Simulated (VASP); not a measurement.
# Au (P6_3/mmc) in VASP: a series of runs

The runs below take Au through single point, relaxation of cell and atoms, with LDA.

Program: VASP 6.6.1. These are calculated values, not measurements. Logs are shortened: lines on timing, memory, paths and dates and some standing lists are left out, and cuts for length are marked.

**1. The cell of the first run**

The structure is hexagonal, space group P6_3/mmc (No. 194). Conventional cell: a = 2.838 Å, b = 2.838 Å, c = 4.756 Å, α = 90.00°, β = 90.00°, γ = 120.00°. Au (site symmetry -6m2) has 12 Au at 2.84 to 2.89 Å within 3.7 Å.

**2. Single point, LDA**

Contents of INCAR:

```
ALGO = Normal
EDIFF = 1E-7
ENCUT = 520
GGA = CA
ISIF = 2
ISMEAR = 0
LASPH = T
LCHARG = T
LELF = T
LREAL = F
LVHAR = T
LWAVE = F
NBANDS = 18
NELM = 100
PREC = Accurate
SIGMA = 0.1
```

Contents of KPOINTS:

```
k-points
0
Gamma
  18 18 10
```

Contents of POSCAR:

```
Au
1.0
    2.8378694792      0.0000000000      0.0000000000
   -1.4189347396      2.4576670616      0.0000000000
    0.0000000000      0.0000000000      4.7560955417
Au
2
Direct
    0.3333333333      0.6666666667      0.7500000000
    0.6666666667      0.3333333333      0.2500000000
```

Potentials or basis: VASP PAW LDA potentials, release 64 (Au).

Command:

```
cat potpaw_LDA.64/Au/POTCAR > POTCAR
mpirun -np 1 vasp_std > vasp.out
```

OUTCAR:

```text
EDIFF = 1E-7
   ENCUT = 520
   GGA = CA
   ISIF = 2
   ISMEAR = 0
   LASPH = T
   LREAL = F
   NELM = 100
   PREC = Accurate

 ion  position               nearest neighbor table
   1  0.333  0.667  0.750-   2 2.89   2 2.89   2 2.89   2 2.89   2 2.89   2 2.89
   2  0.667  0.333  0.250-   1 2.89   1 2.89   1 2.89   1 2.89   1 2.89   1 2.89

  LATTYP: Found a hexagonal cell.
 ALAT       =     2.8378694792
 C/A-ratio  =     1.6759387902

  Lattice vectors:

 A1 = (   2.8378694792,   0.0000000000,   0.0000000000)
 A2 = (  -1.4189347396,   2.4576670616,   0.0000000000)
 A3 = (   0.0000000000,   0.0000000000,   4.7560955417)

Analysis of symmetry for initial positions (statically):
=====================================================================
 Subroutine PRICEL returns:
 Original cell was already a primitive cell.

 Routine SETGRP: Setting up the symmetry group for a
 hexagonal supercell.

 Subroutine GETGRP returns: Found 24 space group operations
 (whereof 12 operations were pure point group operations)
 out of a pool of 24 trial point group operations.

The static configuration has the point symmetry D_3d.
 The point group associated with its full space group is D_6h.

Analysis of symmetry for dynamics (positions and initial velocities):
=====================================================================
 Subroutine PRICEL returns:
 Original cell was already a primitive cell.

 Routine SETGRP: Setting up the symmetry group for a
 hexagonal supercell.

 Subroutine GETGRP returns: Found 24 space group operations
 (whereof 12 operations were pure point group operations)
 out of a pool of 24 trial point group operations.

The dynamic configuration has the point symmetry D_3d.
 The point group associated with its full space group is D_6h.

 Subroutine INISYM returns: Found 24 space group operations
 (whereof 12 operations are pure point group operations),
 and found     1 'primitive' translations

----------------------------------------------------------------------------------------

                                     Primitive cell

  volume of cell :      33.1716

  direct lattice vectors                    reciprocal lattice vectors
     2.837869479  0.000000000  0.000000000     0.352377023  0.203444969  0.000000000
    -1.418934740  2.457667062  0.000000000     0.000000000  0.406889939  0.000000000
     0.000000000  0.000000000  4.756095542     0.000000000  0.000000000  0.210256500

  length of vectors
     2.837869479  2.837869479  4.756095542     0.406889939  0.406889939  0.210256500

  position of ions in fractional coordinates (direct lattice)
     0.333333333  0.666666667  0.750000000
     0.666666667  0.333333333  0.250000000

  ion indices of the primitive-cell ions
   primitive index   ion index
                 1           1
                 2           2

----------------------------------------------------------------------------------------

 KPOINTS: k-points

Automatic generation of k-mesh.
 Grid dimensions read from file:
 generate k-points for:   18   18   10

 Generating k-lattice:

  Cartesian coordinates                     Fractional coordinates (reciprocal lattice)
     0.019576501  0.011302498  0.000000000     0.055555556  0.000000000  0.000000000
     0.000000000  0.022604997  0.000000000     0.000000000  0.055555556  0.000000000
     0.000000000  0.000000000  0.021025650     0.000000000  0.000000000  0.100000000

  Length of vectors
     0.022604997  0.022604997  0.021025650

  Shift w.r.t. Gamma in fractional coordinates (k-lattice)
     0.000000000  0.000000000  0.000000000

 Subroutine IBZKPT returns following result:
 ===========================================

 Found    222 irreducible k-points:

 Following reciprocal coordinates:
            Coordinates               Weight
  0.000000  0.000000  0.000000      1.000000
  0.055556  0.000000  0.000000      6.000000
  0.111111  0.000000  0.000000      6.000000
  0.166667  0.000000  0.000000      6.000000
  0.222222  0.000000  0.000000      6.000000
  0.277778  0.000000  0.000000      6.000000
[... 16 lines left out ...]
  0.333333  0.111111  0.000000     12.000000
  0.388889  0.111111  0.000000     12.000000
 [... further k-points ...]
   k-points           NKPTS =    222   k-points in BZ     NKDIM =    222   number of bands    NBANDS=     18
   number of dos      NEDOS =    301   number of ions     NIONS =      2
   total plane-waves  NPLWV =  20736
   dimension x,y,z NGX =    24 NGY =   24 NGZ =   36
   dimension x,y,z NGXF=    48 NGYF=   48 NGZF=   72
   ions per type =               2
   NGX,Y,Z   is equivalent  to a cutoff of  14.06, 14.06, 12.58 a.u.
   NGXF,Y,Z  is equivalent  to a cutoff of  28.12, 28.12, 25.17 a.u.
 SYSTEM =  unknown system
   PREC   = accura    normal or accurate (medium, high low for compatibility)
   ISTART =      0    job   : 0-new  1-cont  2-samecut
   ICHARG =      2    charge: 1-file 2-atom 10-const
   ISPIN  =      1    spin polarized calculation?
   LNONCOLLINEAR =      F non collinear calculations
   LSORBIT =      F    spin-orbit coupling
   LASPH  =      T    aspherical Exc in radial PAW
   ENCUT  =  520.0 eV  38.22 Ry    6.18 a.u.   5.28  5.28  8.84*2*pi/ulx,y,z
   NELM   =    100;   NELMIN=  2; NELMDL= -5     # of ELM steps
   EDIFF  = 0.1E-06   stopping-criterion for ELM
   LREAL  =      F    real-space projection
   EDIFFG = 0.1E-05   stopping-criterion for IOM
   NSW    =      0    number of steps for IOM
   IBRION =     -1    ionic relax: 0-MD 1-quasi-New 2-CG
   NFREE  =      0    steps in history (QN), initial steepest desc. (CG)
   ISIF   =      2    stress and relaxation
   ISYM   =      2    0-nonsym 1-usesym 2-fastsym
   POTIM  = 0.5000    time-step for ionic-motion
   TEBEG  =    0.0;   TEEND  =   0.0 temperature during run
   PSTRESS=    0.0 pullay stress
   NELECT =      22.0000    total number of electrons
   NUPDOWN=      -1.0000    fix difference up-down
   EMIN   =  10.00;   EMAX   =-10.00  energy-range for DOS
   EFERMI =   0.00;   METHOD = LEGACY
   ISMEAR =     0;   SIGMA  =   0.10  broadening in eV -4-tet -1-fermi 0-gaus
   EFERMI_NEDOS =   21; number of points for ismear=-14 and -15
   IALGO  =     38    algorithm
   IMIX   =      4    mixing-type and parameters
     AMIX     =   0.40;   BMIX     =  1.00
     AMIX_MAG =   1.60;   BMIX_MAG =  1.00
  volume/ion in A,a.u.               =      16.59       111.93
  Fermi-wavevector in a.u.,A,eV,Ry     =   1.427667  2.697900 27.731860  2.038234
  Thomas-Fermi vector in A             =   2.547812
   LORBIT       =      0    0 simple, 1 ext, 2 COOP (PROOUT), +10 PAW based schemes
   GGA     = CA    functional components
   LHFCALC =     F    Hartree Fock is set to
   AEXX    =    0.0000 exact exchange contribution
   IVDW    =     0    specifies the selected vdW correction
   LEPSILON=     F    determine dielectric tensor
   LRPA    =     F    only Hartree local field effects (RPA)
 non-spin polarized calculation
 Gauss-broadening in eV      SIGMA  =   0.10
  energy-cutoff  :      520.00
  volume of cell :       33.17
 maximum number of plane-waves:       906
 NGX is ok and might be reduce to    24
   NGX = 11   NGY = 11   NGZ = 17

 number of electron      22.0000000 magnetization

 Free energy of the ion-electron system (eV)
  ---------------------------------------------------
  ext. energy  EPLUGINS =         0.00000000
  ---------------------------------------------------
  free energy    TOTEN  =        -8.87196363 eV

  energy without entropy =       -8.86688761  energy(sigma->0) =       -8.86942562

 E-fermi :   9.7046     XC(G=0): -13.1406

 val. band max:        9.6903318850   @ k =   0.4444   0.0556   0.2000
 cond. band min:       9.7059097908   @ k =   0.3333   0.1667   0.2000
 fundamental gap:      0.0155779058
 Fermi energy:         9.7045743564

 k-point     1 :       0.0000    0.0000    0.0000
  band No.  band energies     occupation
      1      -0.4556      2.00000
      2       2.0550      2.00000
      3       4.7081      2.00000
      4       4.9963      2.00000
      5       4.9963      2.00000
      6       5.3300      2.00000
[... 10 lines left out ...]
     17      28.4156      0.00000
     18      28.4156      0.00000

 k-point     2 :       0.0556    0.0000    0.0000
  band No.  band energies     occupation
      1      -0.3548      2.00000
      2       2.1399      2.00000
      3       4.6689      2.00000
      4       5.0271      2.00000
      5       5.0655      2.00000
      6       5.2915      2.00000
[... 10 lines left out ...]
     17      27.8571      0.00000
     18      27.8678      0.00000

 k-point     3 :       0.1111    0.0000    0.0000
  band No.  band energies     occupation
      1      -0.0588      2.00000
      2       2.3784      2.00000
      3       4.5504      2.00000
      4       5.0943      2.00000
      5       5.2366      2.00000
      6       5.2690      2.00000
[... 10 lines left out ...]
     17      26.7038      0.00000
     18      27.7522      0.00000

 k-point     4 :       0.1667    0.0000    0.0000
  band No.  band energies     occupation
      1       0.4098      2.00000
      2       2.7095      2.00000
      3       4.4090      2.00000
      4       4.9832      2.00000
      5       5.1634      2.00000
      6       5.4324      2.00000
[... 375 lines left out ...]
      4       4.5246      2.00000
      5       4.9685      2.00000
      6       5.0844      2.00000
[... 10 lines left out ...]
     17      23.7772      0.00000
     18      25.5439      0.00000

 k-point    23 :       0.3333    0.1111    0.0000
  band No.  band energies     occupation
      1       2.7478      2.00000
      2       3.0118      2.00000
      3       3.4111      2.00000
      4       4.9146      2.00000
      5       4.9186      2.00000
      6       5.3435      2.00000
[... 10 lines left out ...]
     17      22.8979      0.00000
     18      24.8639      0.00000

 k-point    24 :       0.3889    0.1111    0.0000
  band No.  band energies     occupation
      1       2.8555      2.00000
      2       2.9118      2.00000
      3       3.2495      2.00000
      4       4.9092      2.00000
      5       5.2176      2.00000
      6       5.3037      2.00000
[... 10 lines left out ...]
     17      22.1227      0.00000
     18      24.4531      0.00000

 [... further k-points ...]
[... 5 lines left out ...]
  --------------------------------------------------------------------------------------
  -------------------------------------------------------------------------------------
  Total        0.1234602      0.1234602      0.0721974      0.0000000      0.0000000      0.0000000
  in kB        5.9630903      5.9630903      3.4871114      0.0000000      0.0000000      0.0000000
  external PRESSURE =       5.1377640 kB  Pullay stress =       0.0000000 kB

 VOLUME and BASIS-vectors are now :
 -----------------------------------------------------------------------------
  energy-cutoff  :      520.00
  volume of cell :       33.17
      direct lattice vectors                 reciprocal lattice vectors
     2.837869479  0.000000000  0.000000000     0.352377023  0.203444969  0.000000000
    -1.418934740  2.457667062  0.000000000     0.000000000  0.406889939  0.000000000
     0.000000000  0.000000000  4.756095542     0.000000000  0.000000000  0.210256500

 POSITION                                       TOTAL-FORCE (eV/Angst)
 -----------------------------------------------------------------------------------
     -0.00000      1.63844      3.56707        -0.000000     -0.000000      0.000000
      1.41893      0.81922      1.18902         0.000000      0.000000      0.000000
 -----------------------------------------------------------------------------------
    total drift:                               -0.000000      0.000000     -0.000000

  FREE ENERGIE OF THE ION-ELECTRON SYSTEM (eV)
  ---------------------------------------------------
  free  energy   TOTEN  =        -8.8719636284 eV

  energy  without entropy=       -8.8668876069  energy(sigma->0) =       -8.86942562
```

It took 57 s on 1 thread of Intel Xeon Platinum 8375C at 2.90GHz (Ice Lake), shared host; peak memory 0.22 GiB.

Results:

- Free energy: -8.8720 eV
- Pressure: 0.5 GPa
- Band gap on the k mesh: zero (band 11 reaches 14.16 eV, above the bottom of band 12 at 7.03 eV)

Stress tensor (GPa, compression positive):
```
0.60 0.00 0.00
0.00 0.60 0.00
0.00 0.00 0.35
```

Levels at points of the mesh, in eV from the Fermi level:
```
           k point  band 7  band 8  band 9  band 10  band 11  band 12  band 13  band 14  band 15  band 16
(0.00, 0.00, 0.00)   -4.37   -3.65   -3.65    -2.18    -2.18    -1.27     2.86    14.57    15.75    16.81
(0.50, 0.00, 0.00)   -3.85   -1.92   -1.86    -1.66     0.39     1.66     5.83     7.40     7.58    10.36
(0.00, 0.00, 0.50)   -4.75   -4.75   -2.67    -2.67    -2.67    -2.67    10.88    10.88    14.87    14.87
(0.50, 0.00, 0.50)   -2.46   -2.46   -1.74    -1.74     0.40     0.40     4.14     4.14    13.36    13.36
```

Caveat: spin-orbit coupling is left out, which moves the levels of the heavy elements.

**3. Relaxation of cell and atoms, LDA**

This run uses another cell than the first one, of 18.02 Å³/atom, 1.086 times its volume.

Contents of INCAR:

```
SYSTEM = Au
PREC = Accurate ; ENCUT = 600
EDIFF = 1E-6 ; ISMEAR = 0
SIGMA = 0.1 ; LREAL = .FALSE.
LASPH = .TRUE. ; NELM = 80
ALGO = Fast ; ISIF = 3
LWAVE = .FALSE. ; LCHARG = .FALSE.
IBRION = 2 ; NSW = 70
EDIFFG = -0.005
```

Contents of KPOINTS:

```
regular mesh
0
G
  18 18 10
  0 0 0
```

Contents of POSCAR:

```
Au
1.0
    2.9169619562      0.0000000000      0.0000000000
   -1.4584809781      2.5261631559      0.0000000000
    0.0000000000      0.0000000000      4.8900307706
Au
2
Direct
    0.3333333333      0.6666666667      0.7500000000
    0.6666666667      0.3333333333      0.2500000000
```

Potentials or basis: VASP PAW LDA potentials, release 64 (Au).

Command:

```
cat potpaw_LDA.64/Au/POTCAR > POTCAR
mpirun -np 1 vasp_std > vasp.out
```

Run time: 5.9 min. Hardware: 1 thread of Intel Xeon Platinum 8375C at 2.90GHz (Ice Lake), shared host; peak memory 0.25 GiB.

Results (log left out):

```
Free energy                            : -8.8724 eV
Relaxed volume                         : 16.64 Å³/atom
Relaxed cell                           : a = 2.844 Å, b = 2.844 Å, c = 4.754 Å, α = 90.00°, β = 90.00°, γ = 120.00°
Space group after relaxing (to 0.05 Å) : P6_3/mmc (No. 194)
Energy gained by relaxing              : 56.0 meV/atom
Ionic steps                            : 14
Pressure after relaxing                : 0.0 GPa
Band gap on the k mesh                 : zero (band 11 reaches 14.07 eV, above the bottom of band 12 at 6.98 eV)
```

The path:
```
step  energy change (eV)  largest force (eV/Å)  pressure (GPa)  volume (Å³)
   1              0.0000                0.0000          -11.89        36.03
   2              0.2223                0.0000           32.49        29.50
   3             -0.1118                0.0000           -0.71        33.37
   4             -0.1119                0.0000            0.08        33.27
   5             -0.1119                0.0000           -0.17        33.30
   6             -0.1119                0.0000           -0.12        33.31
   7             -0.1120                0.0000           -0.02        33.29
   8             -0.1120                0.0000            0.05        33.28
   9             -0.1120                0.0000            0.04        33.27
  10             -0.1120                0.0000            0.07        33.26
  11             -0.1120                0.0000            0.07        33.27
  12             -0.1120                0.0000            0.07        33.27
  13             -0.1120                0.0000            0.06        33.27
  14             -0.1120                0.0000           -0.01        33.29
```

Final structure:
```yaml
crystal:
  lattice:
    - [2.84351, 0.00000, 0.00000]
    - [-1.42176, 2.46255, 0.00000]
    - [0.00000, 0.00000, 4.75404]
  atoms:
    - { symbol: Au, position: [0.33333, 0.66667, 0.75000] }
    - { symbol: Au, position: [0.66667, 0.33333, 0.25000] }
```

Levels at points of the mesh, in eV from the Fermi level:
```
           k point  band 8  band 9  band 10  band 11  band 12  band 13  band 14  band 15
(0.00, 0.00, 0.00)   -3.64   -3.64    -2.18    -2.18    -1.23     2.88    14.56    15.79
(0.50, 0.00, 0.00)   -1.91   -1.86    -1.66     0.39     1.65     5.84     7.41     7.57
(0.00, 0.00, 0.50)   -4.73   -2.66    -2.66    -2.66    -2.66    10.91    10.91    14.86
(0.50, 0.00, 0.50)   -2.45   -1.74    -1.74     0.41     0.41     4.12     4.12    13.38
```

Caveat: spin-orbit coupling is left out, which moves the levels of the heavy elements. LDA usually gives volumes a few per cent too small.
